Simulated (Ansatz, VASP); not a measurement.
## TiAl in VASP and in Ansatz

```xyz
2
Lattice="2.8673 0.0000 0.0000 -1.4336 2.4831 0.0000 0.0000 0.0000 4.6781" Properties=species:S:1:pos:R:3 pbc="T T T"
Ti    0.0000    0.0000    0.0000
Al    0.0000    1.6554    2.3390
```

Alike in both runs: task single point; functional LDA; k mesh 11 × 11 × 6; occupations fermi-dirac, width 0.05 eV; no spin polarisation.

```csv
,VASP,Ansatz
version,VASP 6.6.1,Ansatz 0.2.0
potentials or method,"VASP PAW LDA potentials, release 64 (Ti_sv, Al), cutoff 520 eV","all-electron LAPW, scalar-relativistic"
```

|  | VASP | Ansatz | Ansatz less VASP |
| --- | --- | --- | --- |
| gap on the k mesh at the Fermi level (eV) | none | none | - |
| pressure (GPa) | -6.1 | -6.1 | -0.05 |
| traceless stress, the component that is largest in VASP (GPa) | -0.81 | -0.88 | -0.063 |

LDA's correlation is that of Perdew and Zunger in VASP and of Perdew and Wang (1992) in Ansatz. A gap of «none» marks a metal or a gap that the smearing closes. Ansatz ran all-electron here, and VASP with PAW potentials.
